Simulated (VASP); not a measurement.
# HfO2 (P4_2/mnm) in VASP: dielectric tensor with r2SCAN

Aim: the dielectric tensor of HfO2 with r2SCAN.

Everything below comes from runs of VASP 6.6.1. Logs are shortened: lines on timing, memory, paths and dates and some standing lists are left out, and cuts for length are marked.

**1. The cell of the first run**

Symmetry: P4_2/mnm, No. 136, tetragonal system. The conventional cell has a = 4.838 Å, b = 4.838 Å, c = 3.220 Å, α = 90.00°, β = 90.00°, γ = 90.00°. Within 2.8 Å of Hf (site symmetry mmm) lie 6 O at 2.09 Å. O (site symmetry m2m) has 3 Hf at 2.09 Å and 1 O at 2.67 Å within 2.8 Å.

**2. Dielectric tensor, r2SCAN**

The input, INCAR:

```
SYSTEM = HfO2
ALGO = Normal ; EDIFF = 1E-8
ENCUT = 520 ; ISIF = 2
ISMEAR = 0 ; LASPH = .TRUE.
LCALCEPS = .TRUE. ; LCHARG = .FALSE.
LMIXTAU = .TRUE. ; LREAL = .FALSE.
LWAVE = .FALSE. ; METAGGA = R2SCAN
NELM = 100 ; PREC = Accurate
SIGMA = 0.01
```

The input, KPOINTS:

```
k-points
0
G
  4 4 6
  0 0 0
```

The input, POSCAR:

```
HfO2
1.0
    4.8382821842      0.0000000000      0.0000000000
    0.0000000000      4.8382821842      0.0000000000
    0.0000000000      0.0000000000      3.2200100098
Hf O
2 4
Direct
    0.0000000000      0.0000000000      0.0000000000
    0.5000000000      0.5000000000      0.5000000000
    0.3050443194      0.3050443194      0.0000000000
    0.1949556806      0.8050443194      0.5000000000
    0.8050443194      0.1949556806      0.5000000000
    0.6949556806      0.6949556806      0.0000000000
```

Potentials or basis: VASP PAW PBE potentials, release 64 (Hf_pv, O).

Run with:

```console
> cat potpaw_PBE.64/Hf_pv/POTCAR potpaw_PBE.64/O/POTCAR > POTCAR
> mpirun -np 1 vasp_std > vasp.out
```

OUTCAR:

```text
SYSTEM = HfO2
   EDIFF = 1E-8
   ENCUT = 520
   ISIF = 2
   ISMEAR = 0
   LASPH = .TRUE.
   LREAL = .FALSE.
   METAGGA = R2SCAN
   NELM = 100
   PREC = Accurate

 ion  position               nearest neighbor table
   1  0.000  0.000  0.000-   3 2.09   6 2.09   5 2.09   4 2.09   4 2.09   5 2.09   2 3.78   2 3.78
                             2 3.78   2 3.78   2 3.78   2 3.78   2 3.78   2 3.78
   2  0.500  0.500  0.500-   4 2.09   5 2.09   3 2.09   6 2.09   3 2.09   6 2.09   1 3.78   1 3.78
                             1 3.78   1 3.78   1 3.78   1 3.78   1 3.78   1 3.78
   3  0.305  0.305  0.000-   1 2.09   2 2.09   2 2.09
   4  0.195  0.805  0.500-   2 2.09   1 2.09   1 2.09
   5  0.805  0.195  0.500-   2 2.09   1 2.09   1 2.09
   6  0.695  0.695  0.000-   1 2.09   2 2.09   2 2.09

  LATTYP: Found a simple tetragonal cell.
 ALAT       =     4.8382821842
 C/A-ratio  =     0.6655275338

  Lattice vectors:

 A1 = (   4.8382821842,   0.0000000000,   0.0000000000)
 A2 = (   0.0000000000,   4.8382821842,   0.0000000000)
 A3 = (   0.0000000000,   0.0000000000,   3.2200100098)

Analysis of symmetry for initial positions (statically):
=====================================================================
 Subroutine PRICEL returns:
 Original cell was already a primitive cell.

 Routine SETGRP: Setting up the symmetry group for a
 simple tetragonal supercell.

 Subroutine GETGRP returns: Found 16 space group operations
 (whereof  8 operations were pure point group operations)
 out of a pool of 16 trial point group operations.

The static configuration has the point symmetry D_2h.
 The point group associated with its full space group is D_4h.

Analysis of symmetry for dynamics (positions and initial velocities):
=====================================================================
 Subroutine PRICEL returns:
 Original cell was already a primitive cell.

 Routine SETGRP: Setting up the symmetry group for a
 simple tetragonal supercell.

 Subroutine GETGRP returns: Found 16 space group operations
 (whereof  8 operations were pure point group operations)
 out of a pool of 16 trial point group operations.

The dynamic configuration has the point symmetry D_2h.
 The point group associated with its full space group is D_4h.

 Subroutine INISYM returns: Found 16 space group operations
[... 161 lines left out ...]
 Fermi energy:         1.9999097873

 k-point     1 :       0.0000    0.0000    0.0000
  band No.  band energies     occupation
      1     -28.5545      2.00000
      2     -28.5545      2.00000
      3     -28.2506      2.00000
      4     -28.2506      2.00000
      5     -28.1332      2.00000
      6     -28.0751      2.00000
[... 685 lines left out ...]
     25   10000.0000      0.00000
     26   10000.0000      0.00000

------------------------ aborting loop because EDIFF is reached ----------------------------------------

            Ionic dipole moment: p[ion]=(   -24.19141   -24.19141   -35.42011 ) |e| Angst

 Total electronic dipole moment: p[elc]=(    -4.83828     4.83828    -3.20477 ) |e| Angst

 MACROSCOPIC STATIC DIELECTRIC TENSOR (including local field effects)
 ------------------------------------------------------
           4.144020     0.000000     0.000000
           0.000000     4.144020     0.000000
           0.000000     0.000000     4.658149
 ------------------------------------------------------

 PIEZOELECTRIC TENSOR (including local field effects) (e Angst)
          XX          YY          ZZ          XY          YZ          ZX
  --------------------------------------------------------------------------------
  x     0.00000     0.00000     0.00000     0.00000     0.00000     0.00000
  y     0.00000     0.00000     0.00000     0.00000     0.00000     0.00000
  z     0.00000     0.00000     0.00000     0.00000     0.00000     0.00000

 PIEZOELECTRIC TENSOR (including local field effects) (C/m^2)
          XX          YY          ZZ          XY          YZ          ZX
  --------------------------------------------------------------------------------
  x     0.00000     0.00000     0.00000     0.00000     0.00000     0.00000
  y     0.00000     0.00000     0.00000     0.00000     0.00000     0.00000
  z     0.00000     0.00000     0.00000     0.00000     0.00000     0.00000

 BORN EFFECTIVE CHARGES (including local field effects) (in |e|, cummulative output)
 ---------------------------------------------------------------------------------
 ion    1
    1     5.23997     0.58976     0.00000
    2     0.58976     5.23997     0.00000
    3     0.00000     0.00000     6.10705
 ion    2
    1     5.23997    -0.58976     0.00000
    2    -0.58976     5.23997     0.00000
    3     0.00000     0.00000     6.10705
 ion    3
    1    -2.61998    -1.28403     0.00000
    2    -1.28403    -2.61998     0.00000
    3     0.00000     0.00000    -3.05352
 ion    4
    1    -2.61998     1.28403     0.00000
    2     1.28403    -2.61998     0.00000
    3     0.00000     0.00000    -3.05352
 ion    5
    1    -2.61998     1.28403     0.00000
    2     1.28403    -2.61998     0.00000
    3     0.00000     0.00000    -3.05352
 ion    6
    1    -2.61998    -1.28403     0.00000
    2    -1.28403    -2.61998     0.00000
    3     0.00000     0.00000    -3.05352

  FORCE on cell =-STRESS in cart. coord.  units (eV):
  Direction    XX          YY          ZZ          XY          YZ          ZX
  --------------------------------------------------------------------------------------
  -------------------------------------------------------------------------------------
  Total       -1.3598994     -1.3598994     -1.7435783      0.0000000      0.0000000      0.0000000
  in kB      -28.9053172    -28.9053172    -37.0605979      0.0000000      0.0000000      0.0000000
  external PRESSURE =     -31.6237441 kB  Pullay stress =       0.0000000 kB

 VOLUME and BASIS-vectors are now :
 -----------------------------------------------------------------------------
  energy-cutoff  :      520.00
  volume of cell :       75.38
      direct lattice vectors                 reciprocal lattice vectors
     4.838282184  0.000000000  0.000000000     0.206684927  0.000000000  0.000000000
     0.000000000  4.838282184  0.000000000     0.000000000  0.206684927  0.000000000
     0.000000000  0.000000000  3.220010010     0.000000000  0.000000000  0.310558041

 POSITION                                       TOTAL-FORCE (eV/Angst)
 -----------------------------------------------------------------------------------
      0.00000      0.00000      0.00000         0.000000      0.000000     -0.000000
      2.41914      2.41914      1.61001         0.000000      0.000000     -0.000000
      1.47589      1.47589      0.00000         0.040050      0.040050      0.000000
      0.94325      3.89503      1.61001        -0.040050      0.040050     -0.000000
      3.89503      0.94325      1.61001         0.040050     -0.040050     -0.000000
      3.36239      3.36239      0.00000        -0.040050     -0.040050     -0.000000
 -----------------------------------------------------------------------------------
    total drift:                                0.000000      0.000000      0.000000

  FREE ENERGIE OF THE ION-ELECTRON SYSTEM (eV)
  ---------------------------------------------------
  free  energy   TOTEN  =      -137.3441516547 eV

  energy  without entropy=     -137.3441516547  energy(sigma->0) =     -137.34415165
```

OSZICAR:

```text
N       E                     dE             d eps       ncg     rms          rms(c)
DAV:   1     0.199726042203E+03    0.19973E+03   -0.26037E+04  1248   0.170E+03
DAV:   2    -0.146503949953E+03   -0.34623E+03   -0.34110E+03  1656   0.413E+02
[... 13 lines left out ...]
DMP:   9    -0.137344151324E+03   -0.45672E-06   -0.28043E-06   624   0.343E-06   0.688E-06
DMP:  10    -0.137344151513E+03   -0.18925E-06   -0.11651E-06   624   0.166E-06   0.240E-06
DMP:  11    -0.137344151590E+03   -0.76773E-07   -0.55581E-07   624   0.901E-07   0.940E-07
DMP:  12    -0.137344151626E+03   -0.36210E-07   -0.27882E-07   624   0.478E-07   0.421E-07
DMP:  13    -0.137344151645E+03   -0.18429E-07   -0.14827E-07   624   0.255E-07   0.222E-07
DMP:  14    -0.137344151655E+03   -0.98125E-08   -0.81185E-08   624   0.138E-07   0.124E-07
   1 F= -.13734415E+03 E0= -.13734415E+03  d E =-.471523E-47
```

Run time: 48 min. Hardware: 1 thread of Oxide Virtual Turin-like, shared host; peak memory 0.37 GiB.

Results:

```yaml
Band_gap_on_the_k_mesh: 4.47 eV
Electronic_dielectric_tensor_diagonal: 4.14, 4.14, 4.66
Born_charges_mean_of_the_diagonal: Hf +5.53; O -2.76 e
```

Levels at points of the mesh, in eV from the valence-band top:
| k point | band 19 | band 20 | band 21 | band 22 | band 23 | band 24 | band 25 | band 26 |
| --- | --- | --- | --- | --- | --- | --- | --- | --- |
| (0.00, 0.00, 0.00) | -0.79 | -0.52 | -0.52 | 0.00 | 4.47 | 4.62 | 5.71 | 6.07 |
| (0.50, 0.00, 0.00) | -1.50 | -1.50 | -0.67 | -0.67 | 5.11 | 5.11 | 6.69 | 6.70 |
| (0.50, 0.50, 0.00) | -1.20 | -1.20 | -0.89 | -0.89 | 4.68 | 4.68 | 6.14 | 6.14 |
| (0.00, 0.00, 0.50) | -2.09 | -2.09 | -1.01 | -1.01 | 6.07 | 6.07 | 6.57 | 6.57 |
| (0.50, 0.00, 0.50) | -1.78 | -1.78 | -0.95 | -0.95 | 4.69 | 4.69 | 6.81 | 6.81 |
| (0.50, 0.50, 0.50) | -1.10 | -1.10 | -0.54 | -0.54 | 5.61 | 5.61 | 6.35 | 6.35 |

Electronic dielectric tensor:
```
4.14 0.00 0.00
0.00 4.14 0.00
0.00 0.00 4.66
```

Born effective charge tensors (e):
atom 1, Hf
```
5.24 0.59 0.00
0.59 5.24 0.00
0.00 0.00 6.11
```
atom 2, Hf
```
 5.24 -0.59  0.00
-0.59  5.24  0.00
 0.00  0.00  6.11
```
atom 3, O
```
-2.62 -1.28  0.00
-1.28 -2.62  0.00
 0.00  0.00 -3.05
```
atom 4, O
```
-2.62  1.28  0.00
 1.28 -2.62  0.00
 0.00  0.00 -3.05
```
atom 5, O
```
-2.62  1.28  0.00
 1.28 -2.62  0.00
 0.00  0.00 -3.05
```
atom 6, O
```
-2.62 -1.28  0.00
-1.28 -2.62  0.00
 0.00  0.00 -3.05
```

Dipole moments of the cell (e·Å, modulo the quantum): ionic -24.191, -24.191, -35.420; electronic -4.838, 4.838, -3.205

Caveat: the structure was generated, so it needn't be the stable form of HfO2; the PAW data sets were made with another functional, which shifts forces and pressure a little; spin-orbit coupling is left out, which moves the levels of the heavy elements.
